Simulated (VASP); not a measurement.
Set up this calculation in VASP 6.6.1, as the native input.

```
Task                   : electric field gradients
Functional             : LDA
Potentials or basis    : VASP PAW LDA potentials, release 64 (Nb_sv, As)
Cutoff                 : 520 eV
k mesh                 : 15 × 15 × 15
Occupations            : fermi-dirac, width 0.08 eV
Spin                   : no spin polarisation
Dipole correction      : no
Further INCAR settings : ALGO = Normal; EDIFF = 1e-08; NBANDS = 26
```

The structure of NbAs lies in POSCAR:

```
NbAs
1.0
   -1.7142667651      1.7142667651      5.8008041881
    1.7142667651     -1.7142667651      5.8008041881
    1.7142667651      1.7142667651     -5.8008041881
Nb As
2 2
Direct
    0.7500000000      0.7500000000      0.0000000000
    0.5000000000      0.0000000000      0.5000000000
    0.1660000000      0.1660000000      0.0000000000
    0.9160000000      0.4160000000      0.5000000000
```

One way to write it, as run:

INCAR

```
SYSTEM = NbAs
  PREC = Accurate
  ENCUT = 520
  EDIFF = 1E-8
  ISMEAR = -1
  SIGMA = 0.08
  LREAL = .False.
  LASPH = .True.
  NELM = 100
  ALGO = Normal
  ISIF = 2
  LWAVE = .False.
  LCHARG = .False.
  LEFG = .True.
  NBANDS = 26
```

KPOINTS

```
regular mesh
0
Gamma
  15 15 15
  0 0 0
```

Potentials or basis: VASP PAW LDA potentials, release 64 (Nb_sv, As).

Launch:

```sh
$ cat potpaw_LDA.64/Nb_sv/POTCAR potpaw_LDA.64/As/POTCAR > POTCAR
$ mpirun -np 1 vasp_std > vasp.out
```

Results of the run:

| Property | Result |
| --- | --- |
| Pressure | -1.8 GPa |
| Largest force | 0.302 eV/Å |
| Band gap on the k mesh | zero (bands 18 and 19 overlap by 0.04 eV) |
| Largest electric field gradient by atom | Nb +16.1; As +26.0 V/Å² |

Caveat: without QUAD_EFG the Cq values of the log hold for a quadrupole moment of 1 mb, not for the nuclei.

It took 14 min on 1 thread of Intel(R) Xeon(R) Platinum 8375C CPU @ 2.90GHz (Ice Lake) (shared host), peak memory 0.58 GiB.
